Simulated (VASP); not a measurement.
# Ta (Im-3m) in VASP: a series of runs

Ta is run at these levels: PBE; tasks: single point, relaxation of cell and atoms.

All numbers are computed with VASP 6.6.1; they aren't measurements. Logs are shortened: lines on timing, memory, paths and dates and some standing lists are left out, and cuts for length are marked.

## Step 1: The cell of the first run

It takes space group Im-3m (No. 229, cubic). The conventional cell has a = 3.319 Å, b = 3.319 Å, c = 3.319 Å, α = 90.00°, β = 90.00°, γ = 90.00°. Ta (site symmetry m-3m) has 14 Ta at 2.87 to 3.32 Å within 3.8 Å.

## Step 2: Single point, PBE

INCAR reads:

```
SYSTEM = Ta
PREC = Accurate
ENCUT = 520
EDIFF = 1E-6
ISMEAR = 0
SIGMA = 0.1
LREAL = .False.
LASPH = .True.
NELM = 100
ALGO = Fast
ISIF = 2
LWAVE = .False.
LCHARG = .False.
GGA = PE
NBANDS = 12
```

KPOINTS reads:

```
Automatic mesh
0
Gamma
  54 54 54
  0 0 0
```

POSCAR reads:

```
Ta
1.0
   -1.6597036759      1.6597036759      1.6597036759
    1.6597036759     -1.6597036759      1.6597036759
    1.6597036759      1.6597036759     -1.6597036759
Ta
1
Direct
    0.0000000000      0.0000000000      0.0000000000
```

Potentials or basis: VASP PAW PBE potentials, release 64 (Ta_pv).

The run is started by

```console
$ cat potpaw_PBE.64/Ta_pv/POTCAR > POTCAR
$ mpirun -np 1 vasp_std > vasp.out
```

OUTCAR:

```text
SYSTEM = Ta
   PREC = Accurate
   ENCUT = 520
   EDIFF = 1E-6
   ISMEAR = 0
   LREAL = .False.
   LASPH = .True.
   NELM = 100
   ISIF = 2
   GGA = PE

 ion  position               nearest neighbor table
   1  0.000  0.000  0.000-

  LATTYP: Found a body centered cubic cell.
 ALAT       =     3.3194073518

  Lattice vectors:

 A1 = (  -1.6597036759,   1.6597036759,   1.6597036759)
 A2 = (   1.6597036759,  -1.6597036759,   1.6597036759)
 A3 = (   1.6597036759,   1.6597036759,  -1.6597036759)

Analysis of symmetry for initial positions (statically):
=====================================================================
 Subroutine PRICEL returns:
 Original cell was already a primitive cell.

 Routine SETGRP: Setting up the symmetry group for a
 body centered cubic supercell.

 Subroutine GETGRP returns: Found 48 space group operations
 (whereof 48 operations were pure point group operations)
 out of a pool of 48 trial point group operations.

The static configuration has the point symmetry O_h .

Analysis of symmetry for dynamics (positions and initial velocities):
=====================================================================
 Subroutine PRICEL returns:
 Original cell was already a primitive cell.

 Routine SETGRP: Setting up the symmetry group for a
 body centered cubic supercell.

 Subroutine GETGRP returns: Found 48 space group operations
 (whereof 48 operations were pure point group operations)
 out of a pool of 48 trial point group operations.

The dynamic configuration has the point symmetry O_h .

 Subroutine INISYM returns: Found 48 space group operations
 (whereof 48 operations are pure point group operations),
 and found     1 'primitive' translations

----------------------------------------------------------------------------------------

                                     Primitive cell

  volume of cell :      18.2874

  direct lattice vectors                    reciprocal lattice vectors
    -1.659703676  1.659703676  1.659703676     0.000000000  0.301258596  0.301258596
     1.659703676 -1.659703676  1.659703676     0.301258596  0.000000000  0.301258596
     1.659703676  1.659703676 -1.659703676     0.301258596  0.301258596  0.000000000

  length of vectors
     2.874691092  2.874691092  2.874691092     0.426043993  0.426043993  0.426043993

  position of ions in fractional coordinates (direct lattice)
     0.000000000  0.000000000  0.000000000

  ion indices of the primitive-cell ions
   primitive index   ion index
[... 76 lines left out ...]
   NSW    =      0    number of steps for IOM
   IBRION =     -1    ionic relax: 0-MD 1-quasi-New 2-CG
   NFREE  =      0    steps in history (QN), initial steepest desc. (CG)
   ISIF   =      2    stress and relaxation
   ISYM   =      2    0-nonsym 1-usesym 2-fastsym
   POTIM  = 0.5000    time-step for ionic-motion
   TEBEG  =    0.0;   TEEND  =   0.0 temperature during run
   PSTRESS=    0.0 pullay stress
   NELECT =      11.0000    total number of electrons
   NUPDOWN=      -1.0000    fix difference up-down
   EMIN   =  10.00;   EMAX   =-10.00  energy-range for DOS
   EFERMI =   0.00;   METHOD = LEGACY
   ISMEAR =     0;   SIGMA  =   0.10  broadening in eV -4-tet -1-fermi 0-gaus
   EFERMI_NEDOS =   21; number of points for ismear=-14 and -15
   IALGO  =     68    algorithm
   IMIX   =      4    mixing-type and parameters
     AMIX     =   0.40;   BMIX     =  1.00
     AMIX_MAG =   1.60;   BMIX_MAG =  1.00
  volume/ion in A,a.u.               =      18.29       123.41
  Fermi-wavevector in a.u.,A,eV,Ry     =   1.381938  2.611484 25.983756  1.909752
  Thomas-Fermi vector in A             =   2.506676
   LORBIT       =      0    0 simple, 1 ext, 2 COOP (PROOUT), +10 PAW based schemes
   GGA     = PE    functional components
   LHFCALC =     F    Hartree Fock is set to
   AEXX    =    0.0000 exact exchange contribution
   IVDW    =     0    specifies the selected vdW correction
   LEPSILON=     F    determine dielectric tensor
   LRPA    =     F    only Hartree local field effects (RPA)
 non-spin polarized calculation
 RMM-DIIS sequential band-by-band and
 Gauss-broadening in eV      SIGMA  =   0.10
  energy-cutoff  :      520.00
  volume of cell :       18.29
 maximum number of plane-waves:       531
 NGX is ok and might be reduce to    24
   NGX = 11   NGY = 11   NGZ = 11

 number of electron      11.0000001 magnetization

 Free energy of the ion-electron system (eV)
  ---------------------------------------------------
  ext. energy  EPLUGINS =         0.00000000
  ---------------------------------------------------
  free energy    TOTEN  =       -11.81590513 eV

  energy without entropy =      -11.80932950  energy(sigma->0) =      -11.81261732

 E-fermi :   5.3562     XC(G=0): -12.5408

 val. band max:        5.3561131933   @ k =  -0.3889   0.4815   0.1667
 cond. band min:       5.3572719238   @ k =   0.1667   0.0556   0.0185
 fundamental gap:      0.0011587305
 Fermi energy:         5.3562019044

 k-point     1 :       0.0000    0.0000    0.0000
  band No.  band energies     occupation
      1     -27.7708      2.00000
      2     -27.7708      2.00000
      3     -27.7708      2.00000
      4      -2.4937      2.00000
      5       6.0969      0.00000
      6       6.0969      0.00000
      7       6.0969      0.00000
      8       9.3164      0.00000
      9       9.3164      0.00000
     10      20.3032      0.00000
     11      20.3032      0.00000
     12      20.3032      0.00000
[... 331 lines left out ...]
 k-point    24 :       0.4259    0.0000    0.0000
  band No.  band energies     occupation
      1     -28.8315      2.00000
      2     -28.1142      2.00000
      3     -27.7768      2.00000
      4       1.0306      2.00000
      5       3.9591      2.00000
      6       6.3357      0.00000
      7       9.2590      0.00000
      8      10.0832      0.00000
      9      12.3060      0.00000
     10      17.4774      0.00000
     11      17.6215      0.00000
     12      20.0138      0.00000

 [... further k-points ...]
[... 5 lines left out ...]
  --------------------------------------------------------------------------------------
  -------------------------------------------------------------------------------------
  Total        0.0118235      0.0118235      0.0118235      0.0000000      0.0000000      0.0000000
  in kB        1.0358694      1.0358694      1.0358694      0.0000000      0.0000000      0.0000000
  external PRESSURE =       1.0358694 kB  Pullay stress =       0.0000000 kB

 VOLUME and BASIS-vectors are now :
 -----------------------------------------------------------------------------
  energy-cutoff  :      520.00
  volume of cell :       18.29
      direct lattice vectors                 reciprocal lattice vectors
    -1.659703676  1.659703676  1.659703676     0.000000000  0.301258596  0.301258596
     1.659703676 -1.659703676  1.659703676     0.301258596  0.000000000  0.301258596
     1.659703676  1.659703676 -1.659703676     0.301258596  0.301258596  0.000000000

 POSITION                                       TOTAL-FORCE (eV/Angst)
 -----------------------------------------------------------------------------------
      0.00000      0.00000      0.00000         0.000000      0.000000      0.000000
 -----------------------------------------------------------------------------------
    total drift:                               -0.000000      0.000000      0.000000

  FREE ENERGIE OF THE ION-ELECTRON SYSTEM (eV)
  ---------------------------------------------------
  free  energy   TOTEN  =       -11.8159051314 eV

  energy  without entropy=      -11.8093295036  energy(sigma->0) =      -11.81261732
```

OSZICAR:

```text
N       E                     dE             d eps       ncg     rms          rms(c)
DAV:   1     0.608797987165E+02    0.60880E+02   -0.60896E+03 93012   0.873E+02
DAV:   2    -0.112660630658E+02   -0.72146E+02   -0.70360E+02103200   0.244E+02
DAV:   3    -0.122867216867E+02   -0.10207E+01   -0.10109E+01110948   0.274E+01
DAV:   4    -0.122895186500E+02   -0.27970E-02   -0.27967E-02103044   0.158E+00
DAV:   5    -0.122895282374E+02   -0.95874E-05   -0.95875E-05110904   0.885E-02    0.131E+01
RMM:   6    -0.119246141312E+02    0.36491E+00   -0.25566E-01 99363   0.422E+00    0.637E+00
RMM:   7    -0.118160731623E+02    0.10854E+00   -0.26678E-01104228   0.421E+00    0.350E-01
RMM:   8    -0.118158236935E+02    0.24947E-03   -0.11366E-02110939   0.988E-01    0.301E-01
RMM:   9    -0.118159260373E+02   -0.10234E-03   -0.15843E-03116617   0.364E-01    0.645E-02
RMM:  10    -0.118159029799E+02    0.23057E-04   -0.22556E-04116439   0.130E-01    0.104E-02
RMM:  11    -0.118159044200E+02   -0.14401E-05   -0.47747E-05120325   0.525E-02    0.540E-03
RMM:  12    -0.118159051314E+02   -0.71133E-06   -0.78994E-06107003   0.181E-02
   1 F= -.11815905E+02 E0= -.11812617E+02  d E =-.657563E-02
```

stdout:

```text
POSCAR found type information on POSCAR Ta
 POSCAR found :  1 types and       1 ions
 scaLAPACK will be used
 LDA part: xc-table for (Slater+PW92), standard interpolation
 POSCAR, INCAR and KPOINTS ok, starting setup
 FFT: planning ... GRIDC
 FFT: planning ... GRID_SOFT
 FFT: planning ... GRID
 WAVECAR not read
 entering main loop
WARNING in EDDRMM: call to ZHEGV failed, returncode =   8  4     11
WARNING in EDDRMM: call to ZHEGV failed, returncode =   8  4     11
WARNING in EDDRMM: call to ZHEGV failed, returncode =   8  4     12
WARNING in EDDRMM: call to ZHEGV failed, returncode =   6  3     12
WARNING in EDDRMM: call to ZHEGV failed, returncode =   8  4     12
```

Run time: 11 min. Hardware: 1 thread of Oxide Virtual Turin-like, shared host; peak memory 0.85 GiB.

Results:

```yaml
Free_energy: -11.8159 eV
Pressure: 0.1 GPa
Band_gap_on_the_k_mesh: zero (an odd number of electrons rules out a gap without spin polarisation)
```

Caveat: spin-orbit coupling is left out, which moves the levels of the heavy elements.

## Step 3: Relaxation of cell and atoms, PBE

This run uses another cell than the first one, of 18.13 Å³/atom.

INCAR reads:

```
PREC = Accurate
ENCUT = 600
EDIFF = 1E-7
ISMEAR = 0
SIGMA = 0.1
LREAL = False
LASPH = True
NELM = 60
ALGO = Fast
ISIF = 3
LWAVE = False
LCHARG = False
GGA = PE
IBRION = 2
NSW = 80
EDIFFG = -0.003
```

KPOINTS reads:

```
Automatic mesh
0
Gamma
  54 54 54
```

POSCAR reads:

```
Ta
1.0
   -1.6550000000      1.6550000000      1.6550000000
    1.6550000000     -1.6550000000      1.6550000000
    1.6550000000      1.6550000000     -1.6550000000
Ta
1
Direct
    0.0000000000      0.0000000000      0.0000000000
```

Potentials or basis: VASP PAW PBE potentials, release 64 (Ta_pv).

The run is started by

```console
$ cat potpaw_PBE.64/Ta_pv/POTCAR > POTCAR
$ mpirun -np 1 vasp_std > vasp.out
```

OUTCAR:

```text
PREC = Accurate
   ENCUT = 600
   EDIFF = 1E-7
   ISMEAR = 0
   LREAL = False
   LASPH = True
   NELM = 60
   ISIF = 3
   GGA = PE
   IBRION = 2
   NSW = 80
   EDIFFG = -0.003

 ion  position               nearest neighbor table
   1  0.000  0.000  0.000-

  LATTYP: Found a body centered cubic cell.
 ALAT       =     3.3100000000

  Lattice vectors:

 A1 = (  -1.6550000000,   1.6550000000,   1.6550000000)
 A2 = (   1.6550000000,  -1.6550000000,   1.6550000000)
 A3 = (   1.6550000000,   1.6550000000,  -1.6550000000)

Analysis of symmetry for initial positions (statically):
=====================================================================
 Subroutine PRICEL returns:
 Original cell was already a primitive cell.

 Routine SETGRP: Setting up the symmetry group for a
 body centered cubic supercell.

 Subroutine GETGRP returns: Found 48 space group operations
 (whereof 48 operations were pure point group operations)
 out of a pool of 48 trial point group operations.

[... 167 lines left out ...]
  Direction    XX          YY          ZZ          XY          YZ          ZX
  --------------------------------------------------------------------------------------
  -------------------------------------------------------------------------------------
  Total        0.2051628      0.2051628      0.2051628     -0.0000000     -0.0000000      0.0000000
  in kB       18.1282208     18.1282208     18.1282208     -0.0000000     -0.0000000      0.0000000
  external PRESSURE =      18.1282208 kB  Pullay stress =       0.0000000 kB
[... 57 lines left out ...]
--------------------------------------- Ionic step        3  -------------------------------------------

 number of electron      11.0000000 magnetization

 Free energy of the ion-electron system (eV)
  ---------------------------------------------------
  ext. energy  EPLUGINS =         0.00000000
  ---------------------------------------------------
  free energy    TOTEN  =       -11.81614399 eV

  energy without entropy =      -11.80956450  energy(sigma->0) =      -11.81285425

 E-fermi :   5.3507     XC(G=0): -12.5374

 val. band max:        5.3503324368   @ k =   0.1667   0.0370   0.0370
 cond. band min:       5.3509296810   @ k =   0.2222   0.0185   0.0000
 fundamental gap:      0.0005972442
 Fermi energy:         5.3506669722

 k-point     1 :       0.0000    0.0000    0.0000
  band No.  band energies     occupation
      1     -27.7785      2.00000
      2     -27.7785      2.00000
      3     -27.7785      2.00000
      4      -2.4966      2.00000
      5       6.0913      0.00000
      6       6.0913      0.00000
      7       6.0913      0.00000
      8       9.3086      0.00000
      9       9.3086      0.00000
[... 265 lines left out ...]
 k-point    24 :       0.4259    0.0000    0.0000
  band No.  band energies     occupation
      1     -28.8370      2.00000
      2     -28.1212      2.00000
      3     -27.7846      2.00000
      4       1.0277      2.00000
      5       3.9554      2.00000
      6       6.3277      0.00000
      7       9.2506      0.00000
      8      10.0744      0.00000
      9      12.2947      0.00000

 [... further k-points ...]
[... 5 lines left out ...]
  --------------------------------------------------------------------------------------
  -------------------------------------------------------------------------------------
  Total        0.0006859      0.0006859      0.0006859     -0.0000000      0.0000000     -0.0000000
  in kB        0.0600500      0.0600500      0.0600500     -0.0000000      0.0000000     -0.0000000
  external PRESSURE =       0.0600500 kB  Pullay stress =       0.0000000 kB
[... 16 lines left out ...]
  FREE ENERGIE OF THE ION-ELECTRON SYSTEM (eV)
  ---------------------------------------------------
  free  energy   TOTEN  =       -11.8161439940 eV

  energy  without entropy=      -11.8095644960  energy(sigma->0) =      -11.81285425

 reached required accuracy - stopping structural energy minimisation
```

It took 32 min on 1 thread of Oxide Virtual Turin-like, shared host; peak memory 0.9 GiB.

What came out:

| Quantity | Value |
| --- | --- |
| Free energy | -11.8161 eV |
| Relaxed volume | 18.30 Å³/atom |
| Relaxed cell | a = 2.875 Å, b = 2.875 Å, c = 2.875 Å, α = 109.47°, β = 109.47°, γ = 109.47° |
| Space group after relaxing (to 0.1 Å) | Im-3m (No. 229) |
| Energy gained by relaxing | 0.9 meV/atom |
| Ionic steps | 3 |
| Pressure after relaxing | 0.0 GPa |
| Band gap on the k mesh | zero (an odd number of electrons rules out a gap without spin polarisation) |

Step by step:
```csv
step,energy change (eV),largest force (eV/Å),pressure (GPa),volume (Å³)
1,0.0000,0.0000,1.81,18.13
2,0.0037,0.0000,-3.87,18.68
3,-0.0009,0.0000,0.01,18.30
```

Final structure:
```
Ta
1.0
    -1.66008    1.66008    1.66008
     1.66008   -1.66008    1.66008
     1.66008    1.66008   -1.66008
Ta
1
Direct
  0.00000 0.00000 0.00000
```

Caveat: spin-orbit coupling is left out, which moves the levels of the heavy elements.
